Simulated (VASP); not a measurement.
# H7C4N in VASP: single point with PBE+D3(BJ)

Aim: the single point of H7C4N with PBE+D3(BJ).

Everything below comes from runs of VASP 6.6.1. Logs are shortened: lines on timing, memory, paths and dates and some standing lists are left out, and cuts for length are marked.

**1. The cell of the first run**

The cell holds a disordered packing, 36 atoms: a = 7.974 Å, b = 7.974 Å, c = 7.974 Å, α = 90.00°, β = 90.00°, γ = 90.00°.

**2. Single point, PBE+D3(BJ)**

INCAR reads:

```
ALGO = Normal
EDIFF = 1E-6
ENCUT = 1000
GGA = PE
GGA_COMPAT = F
ISIF = 2
ISMEAR = -1
IVDW = 12
LASPH = T
LCHARG = F
LREAL = Auto
LWAVE = F
NBANDS = 66
NELM = 120
PREC = Accurate
SIGMA = 0.05
```

KPOINTS reads:

```
k-points
0
Gamma
  1 1 1
```

POSCAR reads:

```
H7C4N
1.0
    7.9738730000      0.0000000000      0.0000000000
    0.0000000000      7.9738730000      0.0000000000
    0.0000000000      0.0000000000      7.9738730000
C H N
12 21 3
Direct
    0.2312958520      0.6307842303      0.7851364941
    0.2431145008      0.7977487594      0.7731894637
    0.8643087575      0.7628406691      0.0739088331
    0.9467736229      0.8794289813      0.1607403074
    0.5621777232      0.1578311017      1.0190866359
    0.6682891527      0.2812890113      0.9803899946
    0.3639802400      0.1721288731      0.4566990862
    0.2680812081      0.1951855265      0.6095885286
    0.4096757223      0.6169484270      0.2056940611
    0.2541717055      0.5247839544      0.2250586861
    0.8443425046      1.0253493976      0.6252360057
    0.7166858094      0.9052500005      0.5776418229
    0.1395564544      0.5681472948      0.8663034610
    0.3139563233      0.5488681432      0.7134094941
    0.1613661094      0.8817199159      0.8437274981
    0.3370592660      0.8562982426      0.6917415953
    0.8791433903      0.6301707547      0.1028890285
    0.7801576892      0.7954980812     -0.0290195094
    1.0304168754      0.8441055875      0.2631757781
    0.9349098030      1.0129765635      0.1335178011
    0.5985808894      0.0569418862      1.1039844587
    0.4359198162      0.1525897914      0.9668273044
    0.7950513777      0.2877381570      1.0314530214
    0.6326164282      0.3815470615      0.8943353766
    0.2820849261      0.1884774065      0.3473963065
    0.4645061214      0.2659621581      0.4484999301
    0.4205022314      0.0465453910      0.4549465041
    0.5082649972      0.5312307895      0.1619129465
    0.3933007905      0.7154744200      0.1108790030
    0.4496574214      0.6729806645      0.3250913613
    0.9544614448      1.0120283523      0.5441201340
    0.7961164265      1.1538125503      0.6138691779
    0.8839790920      1.0061503725      0.7553786438
    0.1902976951      0.2106272888      0.7319727128
    0.1307598332      0.4485950349      0.2400450457
    0.6128597988      0.8110171599      0.5377688071
```

Potentials or basis: VASP PAW PBE potentials, release 64 (C_h, H_h, N_h).

Run with:

```sh
$ cat potpaw_PBE.64/C_h/POTCAR potpaw_PBE.64/H_h/POTCAR potpaw_PBE.64/N_h/POTCAR > POTCAR
$ mpirun -np 1 vasp_gam > vasp.out
```

OUTCAR:

```text
EDIFF = 1E-6
   ENCUT = 1000
   GGA = PE
   ISIF = 2
   ISMEAR = -1
   IVDW = 12
   LASPH = T
   LREAL = Auto
   NELM = 120
   PREC = Accurate
 IVDW          = 12

 ion  position               nearest neighbor table
   1  0.231  0.631  0.785-  14 1.09  13 1.10   2 1.34
   2  0.243  0.798  0.773-  15 1.09  16 1.10   1 1.34
   3  0.864  0.763  0.074-  17 1.09  18 1.09   4 1.33
   4  0.947  0.879  0.161-  20 1.09  19 1.09   3 1.33
   5  0.562  0.158  0.019-  22 1.09  21 1.09   6 1.33
   6  0.668  0.281  0.980-  23 1.09  24 1.09   5 1.33
   7  0.364  0.172  0.457-  25 1.10  27 1.10  26 1.10   8 1.45
   8  0.268  0.195  0.610-  34 1.16   7 1.45
   9  0.410  0.617  0.206-  29 1.10  28 1.10  30 1.10  10 1.45
  10  0.254  0.525  0.225-  35 1.16   9 1.45
  11  0.844  0.025  0.625-  33 1.10  31 1.10  32 1.10  12 1.45
  12  0.717  0.905  0.578-  36 1.16  11 1.45
  13  0.140  0.568  0.866-   1 1.10
  14  0.314  0.549  0.713-   1 1.09
  15  0.161  0.882  0.844-   2 1.09
  16  0.337  0.856  0.692-   2 1.10
  17  0.879  0.630  0.103-   3 1.09
  18  0.780  0.795  0.971-   3 1.09
[... 16 lines left out ...]
  35  0.131  0.449  0.240-  10 1.16
  36  0.613  0.811  0.538-  12 1.16

  LATTYP: Found a simple cubic cell.
 ALAT       =     7.9738730000

  Lattice vectors:

 A1 = (   7.9738730000,   0.0000000000,   0.0000000000)
 A2 = (   0.0000000000,   7.9738730000,   0.0000000000)
 A3 = (   0.0000000000,   0.0000000000,   7.9738730000)

Analysis of symmetry for initial positions (statically):
=====================================================================
 Subroutine PRICEL returns:
 Original cell was already a primitive cell.

 Routine SETGRP: Setting up the symmetry group for a
 simple cubic supercell.

 Subroutine GETGRP returns: Found  1 space group operations
 (whereof  1 operations were pure point group operations)
 out of a pool of 48 trial point group operations.

The static configuration has the point symmetry C_1 .

Analysis of symmetry for dynamics (positions and initial velocities):
=====================================================================
 Subroutine PRICEL returns:
 Original cell was already a primitive cell.

 Routine SETGRP: Setting up the symmetry group for a
 simple cubic supercell.

 Subroutine GETGRP returns: Found  1 space group operations
 (whereof  1 operations were pure point group operations)
 out of a pool of 48 trial point group operations.

The dynamic configuration has the point symmetry C_1 .

 Subroutine INISYM returns: Found  1 space group operations
 (whereof  1 operations are pure point group operations),
 and found     1 'primitive' translations

----------------------------------------------------------------------------------------

                                     Primitive cell

  volume of cell :     507.0000

  direct lattice vectors                    reciprocal lattice vectors
     7.973873000  0.000000000  0.000000000     0.125409572  0.000000000  0.000000000
     0.000000000  7.973873000  0.000000000     0.000000000  0.125409572  0.000000000
     0.000000000  0.000000000  7.973873000     0.000000000  0.000000000  0.125409572

  length of vectors
     7.973873000  7.973873000  7.973873000     0.125409572  0.125409572  0.125409572

  position of ions in fractional coordinates (direct lattice)
     0.231295852  0.630784230  0.785136494
     0.243114501  0.797748759  0.773189464
     0.864308757  0.762840669  0.073908833
     0.946773623  0.879428981  0.160740307
     0.562177723  0.157831102  0.019086636
     0.668289153  0.281289011  0.980389995
[... 28 lines left out ...]
     0.130759833  0.448595035  0.240045046
     0.612859799  0.811017160  0.537768807

  ion indices of the primitive-cell ions
   primitive index   ion index
                 1           1
                 2           2
                 3           3
                 4           4
                 5           5
                 6           6
[... 28 lines left out ...]
                35          35
                36          36

----------------------------------------------------------------------------------------

 KPOINTS: k-points

Automatic generation of k-mesh.
 Grid dimensions read from file:
 generate k-points for:    1    1    1

 Generating k-lattice:

  Cartesian coordinates                     Fractional coordinates (reciprocal lattice)
     0.125409572  0.000000000  0.000000000     1.000000000  0.000000000  0.000000000
     0.000000000  0.125409572  0.000000000     0.000000000  1.000000000  0.000000000
     0.000000000  0.000000000  0.125409572     0.000000000  0.000000000  1.000000000

  Length of vectors
     0.125409572  0.125409572  0.125409572

  Shift w.r.t. Gamma in fractional coordinates (k-lattice)
     0.000000000  0.000000000  0.000000000

 Subroutine IBZKPT returns following result:
 ===========================================

 Found      1 irreducible k-points:

 Following reciprocal coordinates:
            Coordinates               Weight
  0.000000  0.000000  0.000000      1.000000
   k-points           NKPTS =      1   k-points in BZ     NKDIM =      1   number of bands    NBANDS=     66
   number of dos      NEDOS =    301   number of ions     NIONS =     36
   total plane-waves  NPLWV = 592704
   dimension x,y,z NGX =    84 NGY =   84 NGZ =   84
   dimension x,y,z NGXF=   168 NGYF=  168 NGZF=  168
   ions per type =              12  21   3
   NGX,Y,Z   is equivalent  to a cutoff of  17.51, 17.51, 17.51 a.u.
   NGXF,Y,Z  is equivalent  to a cutoff of  35.03, 35.03, 35.03 a.u.
 SYSTEM =  unknown system
   PREC   = accura    normal or accurate (medium, high low for compatibility)
   ISTART =      0    job   : 0-new  1-cont  2-samecut
   ICHARG =      2    charge: 1-file 2-atom 10-const
   ISPIN  =      1    spin polarized calculation?
   LNONCOLLINEAR =      F non collinear calculations
   LSORBIT =      F    spin-orbit coupling
   LASPH  =      T    aspherical Exc in radial PAW
   ENCUT  = 1000.0 eV  73.50 Ry    8.57 a.u.  20.56 20.56 20.56*2*pi/ulx,y,z
   NELM   =    120;   NELMIN=  2; NELMDL= -5     # of ELM steps
   EDIFF  = 0.1E-05   stopping-criterion for ELM
   LREAL  =      T    real-space projection
   EDIFFG = 0.1E-04   stopping-criterion for IOM
   NSW    =      0    number of steps for IOM
   IBRION =     -1    ionic relax: 0-MD 1-quasi-New 2-CG
   NFREE  =      0    steps in history (QN), initial steepest desc. (CG)
   ISIF   =      2    stress and relaxation
   ISYM   =      2    0-nonsym 1-usesym 2-fastsym
   POTIM  = 0.5000    time-step for ionic-motion
   TEBEG  =    0.0;   TEEND  =   0.0 temperature during run
   PSTRESS=    0.0 pullay stress
   NELECT =      84.0000    total number of electrons
   NUPDOWN=      -1.0000    fix difference up-down
   EMIN   =  10.00;   EMAX   =-10.00  energy-range for DOS
   EFERMI =   0.00;   METHOD = LEGACY
   ISMEAR =    -1;   SIGMA  =   0.05  broadening in eV -4-tet -1-fermi 0-gaus
   EFERMI_NEDOS =   21; number of points for ismear=-14 and -15
   IALGO  =     38    algorithm
   IMIX   =      4    mixing-type and parameters
     AMIX     =   0.40;   BMIX     =  1.00
     AMIX_MAG =   1.60;   BMIX_MAG =  1.00
  volume/ion in A,a.u.               =      14.08        95.04
  Fermi-wavevector in a.u.,A,eV,Ry     =   0.899150  1.699146 10.999902  0.808470
  Thomas-Fermi vector in A             =   2.021947
   LORBIT       =      0    0 simple, 1 ext, 2 COOP (PROOUT), +10 PAW based schemes
   GGA     = PE    functional components
   LHFCALC =     F    Hartree Fock is set to
   AEXX    =    0.0000 exact exchange contribution
   IVDW    =    12    specifies the selected vdW correction
   LEPSILON=     F    determine dielectric tensor
   LRPA    =     F    only Hartree local field effects (RPA)
 non-spin polarized calculation
  energy-cutoff  :     1000.00
  volume of cell :      507.00
 maximum number of plane-waves:     18189
 NGX is ok and might be reduce to    84
   NGX = 41   NGY = 41   NGZ = 41

 number of electron      84.0000000 magnetization

 Free energy of the ion-electron system (eV)
  ---------------------------------------------------
  ext. energy  EPLUGINS =         0.00000000
  ---------------------------------------------------
  free energy    TOTEN  =      -207.00311246 eV

  energy without entropy =     -207.00311246  energy(sigma->0) =     -207.00311246

 E-fermi :  -2.2803     XC(G=0):  -6.0404

 val. band max:       -3.4892487283   @ k =   0.0000   0.0000   0.0000
 cond. band min:       1.5355633931   @ k =   0.0000   0.0000   0.0000
 fundamental gap:      5.0248121214
 Fermi energy:        -2.2803314891

 k-point     1 :       0.0000    0.0000    0.0000
  band No.  band energies     occupation
      1     -19.8066      2.00000
      2     -19.6261      2.00000
      3     -19.4955      2.00000
      4     -16.2354      2.00000
      5     -16.1892      2.00000
      6     -15.9927      2.00000
[... 46 lines left out ...]
     53       3.4893      0.00000
     54       3.7467      0.00000
 [bands above 54 left out]

------------------------ aborting loop because EDIFF is reached ----------------------------------------

 Edisp (eV)   -1.45624

 E8    (eV) :    -0.3398

  FORCE on cell =-STRESS in cart. coord.  units (eV):
  Direction    XX          YY          ZZ          XY          YZ          ZX
  --------------------------------------------------------------------------------------
  -------------------------------------------------------------------------------------
  Total      -0.82769    -0.95243    -0.91629    -0.50567    -0.11982     0.09270
  in kB      -2.61559    -3.00977    -2.89557    -1.59799    -0.37865     0.29295
  external pressure =       -2.84 kB  Pullay stress =        0.00 kB

 VOLUME and BASIS-vectors are now :
 -----------------------------------------------------------------------------
  energy-cutoff  :     1000.00
  volume of cell :      507.00
      direct lattice vectors                 reciprocal lattice vectors
     7.973873000  0.000000000  0.000000000     0.125409572  0.000000000  0.000000000
     0.000000000  7.973873000  0.000000000     0.000000000  0.125409572  0.000000000
     0.000000000  0.000000000  7.973873000     0.000000000  0.000000000  0.125409572

 POSITION                                       TOTAL-FORCE (eV/Angst)
 -----------------------------------------------------------------------------------
      1.84432      5.02979      6.26058        -0.080843      0.232014      0.035957
      1.93856      6.36115      6.16531         0.086924     -0.228894     -0.066538
      6.89189      6.08279      0.58934         0.006843      0.039911      0.018404
      7.54945      7.01246      1.28172        -0.029107     -0.017877     -0.028945
      4.48273      1.25853      0.15219         0.014131      0.021445     -0.003704
      5.32885      2.24296      7.81751        -0.008186     -0.020502     -0.005528
[... 28 lines left out ...]
      1.04266      3.57704      1.91409        -0.025404     -0.015414      0.003831
      4.88687      6.46695      4.28810         0.024534      0.005413      0.005967
 -----------------------------------------------------------------------------------
    total drift:                                0.003637      0.001816     -0.005064

  FREE ENERGIE OF THE ION-ELECTRON SYSTEM (eV)
  ---------------------------------------------------
  free  energy   TOTEN  =      -208.4593480418 eV

  energy  without entropy=     -208.4593480418  energy(sigma->0) =     -208.45934804
```

Run time: 3.6 min. Hardware: 1 thread of Intel Xeon Platinum 8488C (Sapphire Rapids), shared host; peak memory 1 GiB.

What came out:

```yaml
Free_energy: -208.4593 eV
Pressure: -0.3 GPa
Largest_force: 0.254 eV/Å
Band_gap_on_the_k_mesh: 5.02 eV
Dispersion_energy_per_atom: -0.040 eV
```

Forces in eV/Å, atoms in the order of the input:
```
C   -0.081  0.232  0.036
C    0.087 -0.229 -0.067
C    0.007  0.040  0.018
C   -0.029 -0.018 -0.029
C    0.014  0.021 -0.004
C   -0.008 -0.021 -0.006
C   -0.003 -0.005  0.025
C    0.015  0.011 -0.019
C   -0.023 -0.007  0.005
C    0.033  0.023 -0.011
C   -0.011 -0.018 -0.017
C   -0.003  0.015  0.000
H    0.117  0.114 -0.122
H    0.011 -0.012  0.001
H    0.017 -0.012  0.017
H   -0.129 -0.130  0.159
H    0.001 -0.026 -0.004
H   -0.008  0.006 -0.004
H    0.013 -0.001  0.007
H    0.009  0.017 -0.005
H    0.016 -0.027  0.031
H   -0.025  0.007 -0.016
H    0.020 -0.006  0.016
H   -0.023  0.028 -0.025
H   -0.011  0.004 -0.005
H   -0.006 -0.003  0.010
H   -0.006  0.005  0.001
H    0.002 -0.002 -0.002
H   -0.007  0.000 -0.005
H    0.001  0.000  0.003
H   -0.004 -0.007  0.001
H    0.009 -0.012 -0.002
H    0.000 -0.004  0.001
N    0.006  0.026  0.000
N   -0.025 -0.015  0.004
N    0.025  0.005  0.006
```

Stress tensor (GPa, compression positive):
```
-0.26 -0.16  0.03
-0.16 -0.30 -0.04
 0.03 -0.04 -0.29
```

Levels at points of the mesh, in eV from the valence-band top:
```tsv
k point	band 40	band 41	band 42	band 43	band 44	band 45
(0.00, 0.00, 0.00)	-0.45	-0.30	0.00	5.02	5.30	5.35
```

Caveat: the k points lie up to 0.79 Å⁻¹ apart.
